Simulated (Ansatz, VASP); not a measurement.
# BaLiF3 in VASP and in Ansatz

INCAR

```
PREC = Accurate ; ENCUT = 520
EDIFF = 1E-7 ; ISMEAR = 0
SIGMA = 0.05 ; LREAL = False
LASPH = True ; NELM = 60
ALGO = Normal ; ISIF = 2
LWAVE = False ; LCHARG = False
GGA = CA ; NBANDS = 25
```

KPOINTS

```
regular mesh
0
Gamma
  6 6 6
```

POSCAR

```
BaLiF3
1.0
    3.9885816400      0.0000000000      0.0000000000
    0.0000000000      3.9885816400      0.0000000000
    0.0000000000      0.0000000000      3.9885816400
Ba Li F
1 1 3
Direct
    0.0000000000      0.0000000000      0.0000000000
    0.4468151705      0.4468151705      0.5000000000
    0.0000000000      0.5000000000      0.5000000000
    0.5000000000      0.5000000000      0.0000000000
    0.5000000000      0.0000000000      0.5000000000
```

Input for Ansatz:

```yaml
crystal:
  lattice:
    - [3.98858164, 0.0, 0.0]
    - [0.0, 3.98858164, 0.0]
    - [0.0, 0.0, 3.98858164]
  atoms:
    - { symbol: Ba, position: [0.0, 0.0, 0.0] }
    - { symbol: Li, position: [0.4468151705, 0.4468151705, 0.5] }
    - { symbol: F, position: [0.0, 0.5, 0.5] }
    - { symbol: F, position: [0.5, 0.5, 0.0] }
    - { symbol: F, position: [0.5, 0.0, 0.5] }
basis:
  ecutwfc: 420
kpoints:
  mp_grid: { grid: [6, 6, 6] }
hamiltonian:
  xc: lda
scf:
  occupations: { method: gaussian, width: 0.05 }
output:
  forces: true
  stress: true
  eigenvalues: true
```

Change from the starting cell: all Li atoms moved -0.300 Å, as atom 2 along Cartesian [1 1 0].

Alike in both runs: task single point; functional LDA; k mesh 6 × 6 × 6; occupations gaussian, width 0.05 eV; no spin polarisation.

```csv
,VASP,Ansatz
version,VASP 6.6.1,Ansatz 0.2.0
potentials or method,"VASP PAW LDA potentials, release 64 (Ba_sv, Li_sv, F), cutoff 520 eV","scalar-relativistic, plane waves, PAW"
valence electrons in the cell,34,34
```

|  | VASP | Ansatz | Ansatz less VASP |
| --- | --- | --- | --- |
| gap on the k mesh at the Fermi level (eV) | 6.42 | 6.51 | +0.095 |
| least direct gap on the mesh (eV) | 6.42 | 6.51 | +0.095 |
| rms of the force components (eV/Å) | 0.306 | 0.298 | -0.0080 |

LDA's correlation is that of Perdew and Zunger in VASP and of Perdew and Wang (1992) in Ansatz. Atom by atom the forces differ by 0.009 eV/Å (rms over components).

Neither program's run includes spin-orbit coupling. Noted on VASP's run: the cutoff is under 1.25 times that of the potentials, so the pressure is a little rough.
